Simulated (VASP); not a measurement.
# LaC (Fm-3m) in VASP: further runs

Runs on LaC. Level: PBEsol. Tasks: single point.

Everything below comes from runs of VASP 6.6.1. Logs are shortened: lines on timing, memory, paths and dates and some standing lists are left out, and cuts for length are marked.

### 1 The cell of the first run

It takes space group Fm-3m (No. 225, cubic). Conventional cell: a = 5.351 Å, b = 5.351 Å, c = 5.351 Å, α = 90.00°, β = 90.00°, γ = 90.00°. La (site symmetry m-3m) has 6 C at 2.68 Å within 3.5 Å. Within 3.5 Å of C (site symmetry m-3m) lie 6 La at 2.68 Å.

### 2 Single point, PBEsol

Input file INCAR:

```
SYSTEM = LaC
  PREC = Accurate
  ENCUT = 520
  EDIFF = 1E-6
  ISMEAR = 0
  SIGMA = 0.05
  LREAL = .False.
  LASPH = .True.
  NELM = 100
  ALGO = Normal
  ISIF = 2
  LWAVE = .False.
  LCHARG = .True.
  GGA = PS
  LELF = .True.
  LVHAR = .True.
  NBANDS = 14
```

Input file KPOINTS:

```
Automatic mesh
0
Gamma
  10 10 10
  0 0 0
```

Input file POSCAR:

```
LaC
1.0
    0.0000000000      2.6755477239      2.6755477239
    2.6755477239      0.0000000000      2.6755477239
    2.6755477239      2.6755477239      0.0000000000
La C
1 1
Direct
    0.5000000000      0.5000000000      0.5000000000
    0.0000000000      0.0000000000      0.0000000000
```

Potentials or basis: VASP PAW PBE potentials, release 64 (La, C).

Command:

```
$ cat potpaw_PBE.64/La/POTCAR potpaw_PBE.64/C/POTCAR > POTCAR
$ mpirun -np 1 vasp_std > vasp.out
```

OUTCAR:

```text
SYSTEM = LaC
   PREC = Accurate
   ENCUT = 520
   EDIFF = 1E-6
   ISMEAR = 0
   LREAL = .False.
   LASPH = .True.
   NELM = 100
   ISIF = 2
   GGA = PS

 ion  position               nearest neighbor table
   1  0.500  0.500  0.500-   2 2.68   2 2.68   2 2.68   2 2.68   2 2.68   2 2.68
   2  0.000  0.000  0.000-   1 2.68   1 2.68   1 2.68   1 2.68   1 2.68   1 2.68

  LATTYP: Found a face centered cubic cell.
 ALAT       =     5.3510954478

  Lattice vectors:

 A1 = (   0.0000000000,   2.6755477239,   2.6755477239)
 A2 = (   2.6755477239,   0.0000000000,   2.6755477239)
 A3 = (   2.6755477239,   2.6755477239,   0.0000000000)

Analysis of symmetry for initial positions (statically):
=====================================================================
 Subroutine PRICEL returns:
 Original cell was already a primitive cell.

 Routine SETGRP: Setting up the symmetry group for a
 face centered cubic supercell.

 Subroutine GETGRP returns: Found 48 space group operations
 (whereof 48 operations were pure point group operations)
 out of a pool of 48 trial point group operations.

The static configuration has the point symmetry O_h .

Analysis of symmetry for dynamics (positions and initial velocities):
=====================================================================
 Subroutine PRICEL returns:
 Original cell was already a primitive cell.

 Routine SETGRP: Setting up the symmetry group for a
 face centered cubic supercell.

 Subroutine GETGRP returns: Found 48 space group operations
 (whereof 48 operations were pure point group operations)
 out of a pool of 48 trial point group operations.

The dynamic configuration has the point symmetry O_h .

 Subroutine INISYM returns: Found 48 space group operations
 (whereof 48 operations are pure point group operations),
 and found     1 'primitive' translations

----------------------------------------------------------------------------------------

                                     Primitive cell

  volume of cell :      38.3061

  direct lattice vectors                    reciprocal lattice vectors
     0.000000000  2.675547724  2.675547724    -0.186877623  0.186877623  0.186877623
     2.675547724  0.000000000  2.675547724     0.186877623 -0.186877623  0.186877623
     2.675547724  2.675547724  0.000000000     0.186877623  0.186877623 -0.186877623

  length of vectors
     3.783795878  3.783795878  3.783795878     0.323681539  0.323681539  0.323681539

  position of ions in fractional coordinates (direct lattice)
     0.500000000  0.500000000  0.500000000
     0.000000000  0.000000000  0.000000000

  ion indices of the primitive-cell ions
   primitive index   ion index
                 1           1
                 2           2

----------------------------------------------------------------------------------------

 KPOINTS: Automatic mesh

Automatic generation of k-mesh.
 Grid dimensions read from file:
 generate k-points for:   10   10   10

 Generating k-lattice:

  Cartesian coordinates                     Fractional coordinates (reciprocal lattice)
    -0.018687762  0.018687762  0.018687762     0.100000000  0.000000000  0.000000000
     0.018687762 -0.018687762  0.018687762     0.000000000  0.100000000  0.000000000
     0.018687762  0.018687762 -0.018687762     0.000000000  0.000000000  0.100000000

  Length of vectors
     0.032368154  0.032368154  0.032368154

  Shift w.r.t. Gamma in fractional coordinates (k-lattice)
     0.000000000  0.000000000  0.000000000

 Subroutine IBZKPT returns following result:
 ===========================================

 Found     47 irreducible k-points:

 Following reciprocal coordinates:
            Coordinates               Weight
  0.000000  0.000000  0.000000      1.000000
  0.100000  0.000000  0.000000      8.000000
  0.200000  0.000000  0.000000      8.000000
  0.300000  0.000000  0.000000      8.000000
  0.400000  0.000000  0.000000      8.000000
  0.500000  0.000000  0.000000      4.000000
[... 16 lines left out ...]
  0.300000  0.300000  0.000000      6.000000
  0.400000  0.300000  0.000000     24.000000
 [... further k-points ...]
   k-points           NKPTS =     47   k-points in BZ     NKDIM =     47   number of bands    NBANDS=     14
   number of dos      NEDOS =    301   number of ions     NIONS =      2
   total plane-waves  NPLWV =  21952
   dimension x,y,z NGX =    28 NGY =   28 NGZ =   28
   dimension x,y,z NGXF=    56 NGYF=   56 NGZF=   56
   ions per type =               1   1
   NGX,Y,Z   is equivalent  to a cutoff of  12.30, 12.30, 12.30 a.u.
   NGXF,Y,Z  is equivalent  to a cutoff of  24.60, 24.60, 24.60 a.u.
 SYSTEM =  LaC
   PREC   = accura    normal or accurate (medium, high low for compatibility)
   ISTART =      0    job   : 0-new  1-cont  2-samecut
   ICHARG =      2    charge: 1-file 2-atom 10-const
   ISPIN  =      1    spin polarized calculation?
   LNONCOLLINEAR =      F non collinear calculations
   LSORBIT =      F    spin-orbit coupling
   LASPH  =      T    aspherical Exc in radial PAW
   ENCUT  =  520.0 eV  38.22 Ry    6.18 a.u.   7.04  7.04  7.04*2*pi/ulx,y,z
   NELM   =    100;   NELMIN=  2; NELMDL= -5     # of ELM steps
   EDIFF  = 0.1E-05   stopping-criterion for ELM
   LREAL  =      F    real-space projection
   EDIFFG = 0.1E-04   stopping-criterion for IOM
   NSW    =      0    number of steps for IOM
   IBRION =     -1    ionic relax: 0-MD 1-quasi-New 2-CG
   NFREE  =      0    steps in history (QN), initial steepest desc. (CG)
   ISIF   =      2    stress and relaxation
   ISYM   =      2    0-nonsym 1-usesym 2-fastsym
   POTIM  = 0.5000    time-step for ionic-motion
   TEBEG  =    0.0;   TEEND  =   0.0 temperature during run
   PSTRESS=    0.0 pullay stress
   NELECT =      15.0000    total number of electrons
   NUPDOWN=      -1.0000    fix difference up-down
   EMIN   =  10.00;   EMAX   =-10.00  energy-range for DOS
   EFERMI =   0.00;   METHOD = LEGACY
   ISMEAR =     0;   SIGMA  =   0.05  broadening in eV -4-tet -1-fermi 0-gaus
   EFERMI_NEDOS =   21; number of points for ismear=-14 and -15
   IALGO  =     38    algorithm
   IMIX   =      4    mixing-type and parameters
     AMIX     =   0.40;   BMIX     =  1.00
     AMIX_MAG =   1.60;   BMIX_MAG =  1.00
  volume/ion in A,a.u.               =      19.15       129.25
  Fermi-wavevector in a.u.,A,eV,Ry     =   1.197703  2.263331 19.517462  1.434493
  Thomas-Fermi vector in A             =   2.333611
   LORBIT       =      0    0 simple, 1 ext, 2 COOP (PROOUT), +10 PAW based schemes
   GGA     = PS    functional components
   LHFCALC =     F    Hartree Fock is set to
   AEXX    =    0.0000 exact exchange contribution
   IVDW    =     0    specifies the selected vdW correction
   LEPSILON=     F    determine dielectric tensor
   LRPA    =     F    only Hartree local field effects (RPA)
 non-spin polarized calculation
 Gauss-broadening in eV      SIGMA  =   0.05
  energy-cutoff  :      520.00
  volume of cell :       38.31
 maximum number of plane-waves:      1056
   NGX = 13   NGY = 13   NGZ = 13

 number of electron      15.0000001 magnetization

 Free energy of the ion-electron system (eV)
  ---------------------------------------------------
  ext. energy  EPLUGINS =         0.00000000
  ---------------------------------------------------
  free energy    TOTEN  =       -14.21369978 eV

  energy without entropy =      -14.20825219  energy(sigma->0) =      -14.21097598

 E-fermi :   7.5747     XC(G=0): -10.7844

 val. band max:        7.5710103315   @ k =   0.4000   0.3000   0.1000
 cond. band min:       7.5928249314   @ k =  -0.4000   0.5000   0.1000
 fundamental gap:      0.0218145999
 Fermi energy:         7.5746945782

 k-point     1 :       0.0000    0.0000    0.0000
  band No.  band energies     occupation
      1     -23.4106      2.00000
      2      -6.5185      2.00000
      3      -6.5185      2.00000
      4      -6.5185      2.00000
      5      -1.1218      2.00000
      6       8.0568      0.00000
      7       8.0568      0.00000
      8       8.0568      0.00000
      9      10.2835      0.00000
     10      10.2835      0.00000
     11      10.2835      0.00000
     12      10.8143      0.00000
     13      11.9870      0.00000
     14      11.9870      0.00000

 k-point     2 :       0.1000    0.0000    0.0000
  band No.  band energies     occupation
      1     -23.3912      2.00000
      2      -6.7435      2.00000
      3      -6.5313      2.00000
      4      -6.5313      2.00000
      5      -0.8680      2.00000
      6       7.6309      0.11173
      7       7.7773      0.00000
      8       7.7773      0.00000
      9      10.0400      0.00000
     10      10.4342      0.00000
     11      10.4342      0.00000
     12      11.2122      0.00000
     13      11.9307      0.00000
     14      11.9310      0.00000

 k-point     3 :       0.2000    0.0000    0.0000
  band No.  band energies     occupation
      1     -23.3398      2.00000
      2      -7.2612      2.00000
      3      -6.5644      2.00000
      4      -6.5644      2.00000
      5      -0.2694      2.00000
      6       6.7143      2.00000
      7       7.1907      2.00000
      8       7.1907      2.00000
      9       9.9932      0.00000
     10      10.7857      0.00000
     11      10.7857      0.00000
     12      11.6168      0.00000
     13      11.8638      0.00000
     14      11.8638      0.00000

 k-point     4 :       0.3000    0.0000    0.0000
  band No.  band energies     occupation
      1     -23.2750      2.00000
      2      -7.8074      2.00000
      3      -6.6046      2.00000
      4      -6.6046      2.00000
      5       0.3966      2.00000
      6       5.7790      2.00000
      7       6.6273      2.00000
      8       6.6273      2.00000
      9      10.2913      0.00000
     10      11.1128      0.00000
     11      11.1128      0.00000
     12      11.8131      0.00000
     13      11.8413      0.00000
     14      11.8413      0.00000

 k-point     5 :       0.4000    0.0000    0.0000
  band No.  band energies     occupation
      1     -23.2214      2.00000
      2      -8.1998      2.00000
      3      -6.6366      2.00000
      4      -6.6366      2.00000
      5       0.9200      2.00000
      6       5.0800      2.00000
      7       6.2479      2.00000
      8       6.2479      2.00000
      9      10.7677      0.00000
     10      11.2805      0.00000
     11      11.2805      0.00000
[... 276 lines left out ...]
 k-point    22 :      -0.2000    0.2000    0.0000
  band No.  band energies     occupation
      1     -23.2529      2.00000
      2      -7.7091      2.00000
      3      -6.9590      2.00000
      4      -6.5790      2.00000
      5       0.3472      2.00000
      6       5.6908      2.00000
      7       6.4292      2.00000
      8       7.4380      1.99989
      9      10.1976      0.00000
     10      10.8755      0.00000
     11      11.3929      0.00000
     12      11.7035      0.00000
     13      11.7930      0.00000
     14      11.8557      0.00000

 k-point    23 :       0.3000    0.3000    0.0000
  band No.  band energies     occupation
      1     -23.2310      2.00000
      2      -7.5962      2.00000
      3      -6.8859      2.00000
      4      -6.8859      2.00000
      5      -0.4143      2.00000
      6       6.4842      2.00000
      7       8.0256      0.00000
      8       8.0256      0.00000
      9       8.1091      0.00000
     10      11.5224      0.00000
     11      11.5224      0.00000
     12      11.5354      0.00000
     13      11.6177      0.00000
     14      11.7326      0.00000

 k-point    24 :       0.4000    0.3000    0.0000
  band No.  band energies     occupation
      1     -23.1891      2.00000
      2      -7.7715      2.00000
      3      -6.9999      2.00000
      4      -6.9399      2.00000
      5      -0.5169      2.00000
      6       6.9279      2.00000
      7       7.5420      1.64445
      8       7.9000      0.00000
      9       8.4800      0.00000
     10      11.4788      0.00000
     11      11.5401      0.00000
     12      11.6125      0.00000
     13      11.6221      0.00000
     14      11.7926      0.00000

 [... further k-points ...]
[... 5 lines left out ...]
  --------------------------------------------------------------------------------------
  -------------------------------------------------------------------------------------
  Total       -0.0013220     -0.0013220     -0.0013220     -0.0000000      0.0000000     -0.0000000
  in kB       -0.0552917     -0.0552917     -0.0552917     -0.0000000      0.0000000     -0.0000000
  external PRESSURE =      -0.0552917 kB  Pullay stress =       0.0000000 kB

 VOLUME and BASIS-vectors are now :
 -----------------------------------------------------------------------------
  energy-cutoff  :      520.00
  volume of cell :       38.31
      direct lattice vectors                 reciprocal lattice vectors
     0.000000000  2.675547724  2.675547724    -0.186877623  0.186877623  0.186877623
     2.675547724  0.000000000  2.675547724     0.186877623 -0.186877623  0.186877623
     2.675547724  2.675547724  0.000000000     0.186877623  0.186877623 -0.186877623

 POSITION                                       TOTAL-FORCE (eV/Angst)
 -----------------------------------------------------------------------------------
      2.67555      2.67555      2.67555        -0.000000     -0.000000     -0.000000
      0.00000      0.00000      0.00000         0.000000      0.000000      0.000000
 -----------------------------------------------------------------------------------
    total drift:                                0.000000      0.000000      0.000000

  FREE ENERGIE OF THE ION-ELECTRON SYSTEM (eV)
  ---------------------------------------------------
  free  energy   TOTEN  =       -14.2136997754 eV

  energy  without entropy=      -14.2082521887  energy(sigma->0) =      -14.21097598
```

Run time: 28 s. Hardware: 1 thread of Intel Xeon Platinum 8488C (Sapphire Rapids), shared host; peak memory 0.18 GiB.

Results:

* Free energy: -14.2137 eV
* Pressure: 0.0 GPa

Caveat: the PAW data sets were made with another functional, which shifts forces and pressure a little; spin-orbit coupling is left out, which moves the levels of the heavy elements.

### 3 Single point, PBEsol

This run uses another cell than the first one, of 18.23 Å³/atom, 0.952 times its volume.

Input file INCAR:

```
PREC = Accurate
ENCUT = 520
EDIFF = 1E-6
ISMEAR = 0
SIGMA = 0.05
LREAL = False
LASPH = True
NELM = 100
ALGO = Normal
ISIF = 2
LWAVE = False
LCHARG = False
GGA = PS
NBANDS = 14
```

Input file KPOINTS:

```
Automatic mesh
0
Gamma
  10 10 10
```

Input file POSCAR:

```
LaC
1.0
    0.0000000000      2.6320000000      2.6320000000
    2.6320000000      0.0000000000      2.6320000000
    2.6320000000      2.6320000000      0.0000000000
La C
1 1
Direct
    0.5000000000      0.5000000000      0.5000000000
    0.0000000000      0.0000000000      0.0000000000
```

Potentials or basis: VASP PAW PBE potentials, release 64 (La, C).

Command:

```
$ cat potpaw_PBE.64/La/POTCAR potpaw_PBE.64/C/POTCAR > POTCAR
$ mpirun -np 1 vasp_std > vasp.out
```

It took 24 s on 1 thread of Intel Xeon Platinum 8488C (Sapphire Rapids), shared host; peak memory 0.18 GiB.

The run converged. Its results:

```
Free energy : -14.1887 eV
Pressure    : 4.5 GPa
```

Levels at points of the mesh, in eV from the Fermi level:
```
           k point  band 5  band 6  band 7  band 8  band 9  band 10
(0.00, 0.00, 0.00)   -8.77    0.42    0.42    0.42    2.71     2.71
(0.50, 0.00, 0.00)   -6.30   -2.90   -1.62   -1.62    3.56     3.88
(0.50, 0.50, 0.00)   -8.88   -0.22    0.79    0.79    1.01     4.03
```

Caveat: the PAW data sets were made with another functional, which shifts forces and pressure a little; spin-orbit coupling is left out, which moves the levels of the heavy elements.

### 4 Single point, PBEsol

This run uses another cell than the first one, of 18.77 Å³/atom, 0.980 times its volume.

INCAR is that of step 3.

KPOINTS is that of step 3.

Input file POSCAR:

```
LaC
1.0
    0.0000000000      2.6577082296      2.6577082296
    2.6577082296      0.0000000000      2.6577082296
    2.6577082296      2.6577082296      0.0000000000
La C
1 1
Direct
    0.5000000000      0.5000000000      0.5000000000
    0.0000000000      0.0000000000      0.0000000000
```

Command:

```
$ cat potpaw_PBE.64/La/POTCAR potpaw_PBE.64/C/POTCAR > POTCAR
$ mpirun -np 1 vasp_std > vasp.out
```

Wall time 38 s (1 thread of Intel Xeon Platinum 8488C (Sapphire Rapids), shared host); peak memory 0.18 GiB.

Results (log left out):

- Free energy: -14.2095 eV
- Pressure: 1.7 GPa

Levels at points of the mesh, in eV from the Fermi level:
```tsv
k point	band 6	band 7	band 8	band 9	band 10	band 11
(0.00, 0.00, 0.00)	0.46	0.46	0.46	2.71	2.71	2.71
(0.50, 0.00, 0.00)	-2.82	-1.52	-1.52	3.49	3.81	3.81
(0.50, 0.50, 0.00)	-0.13	0.76	0.76	0.89	3.95	4.02
```

Caveat: the PAW data sets were made with another functional, which shifts forces and pressure a little; spin-orbit coupling is left out, which moves the levels of the heavy elements.

### 5 Summary

```tsv
cell	gap on the mesh (eV)	pressure (GPa)
a = 3.784 Å, angles 60.0°, 2 atoms	none	0.0
a = 3.722 Å, angles 60.0°, 2 atoms	none	4.5
a = 3.759 Å, angles 60.0°, 2 atoms	none	1.7
```

Alike in all rows: task single point; level PBEsol; potentials or basis VASP PAW PBE potentials, release 64 (La, C); no spin polarisation; k mesh 10 × 10 × 10; cutoff (eV) 520; smearing gaussian 0.05 eV.

Caveats: the PAW data sets were made with another functional, which shifts forces and pressure a little; spin-orbit coupling is left out, which moves the levels of the heavy elements.

Total energies depend on the potentials used, so only differences within one code and one set of settings carry meaning.
